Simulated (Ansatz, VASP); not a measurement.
## Co in VASP and in Ansatz

The input INCAR:

```
SYSTEM = Co
ALGO = Normal
EDIFF = 1E-7
ENCUT = 520
GGA = PE
ISIF = 2
ISMEAR = -1
ISPIN = 2
LASPH = .TRUE.
LCHARG = .FALSE.
LMAXMIX = 4
LORBIT = 11
LREAL = .FALSE.
LWAVE = .FALSE.
MAGMOM = 2 -2
NBANDS = 20
NELM = 150
PREC = Accurate
SIGMA = 0.1
```

File KPOINTS:

```
k-points
0
G
  1 1 1
  0 0 0
```

The input POSCAR:

```
Co
1.0
    8.0999919000      0.0000000000      0.0000000000
    0.0000000000      8.3999916000      0.0000000000
    0.0000000000      0.0000000000      9.5999904000
Co
2
Direct
    0.5000000000      0.5000000000      0.3735000000
    0.5000000000      0.5000000000      0.6265000000
```

Input for Ansatz:

```yaml
crystal:
  lattice:
    - [8.0999919, 0.0, 0.0]
    - [0.0, 8.3999916, 0.0]
    - [0.0, 0.0, 9.5999904]
  atoms:
    - { symbol: Co, position: [0.5, 0.5, 0.3735], spin: 2 }
    - { symbol: Co, position: [0.5, 0.5, 0.6265], spin: -2 }
hamiltonian:
  xc: pbe
  pseudopotentials: { kind: paw }
kpoints:
  mp_grid: { grid: [1, 1, 1], shift: [0, 0, 0] }
magnetization:
  spin_polarized: true
scf:
  occupations: { method: fermi_dirac }
```

Alike in both runs: task single point; functional PBE; k mesh 1 × 1 × 1; collinear spin.

```csv
,VASP,Ansatz
version,VASP 6.6.1,Ansatz development build ahead of 0.2.0
potentials or method,"VASP PAW PBE potentials, release 64 (Co)","PAW (an earlier, plane waves, scalar-relativistic"
plane-wave cutoff (eV),520,900
occupations,"fermi-dirac, width 0.1 eV",fermi-dirac
```

Ansatz gave:

| Quantity | Value |
| --- | --- |
| net moment per atom (μB) | 0.00 |
| size of the moment on the site where the two differ most (μB) | 1.88 |

Problem. Estimate VASP's values.

Solution. net moment per atom (μB): 0.00; size of the moment on the site where the two differ most (μB): 1.95.

Site moments also hang on the region over which each program counts them. Ansatz's warnings: reached outside group, stability check not made.
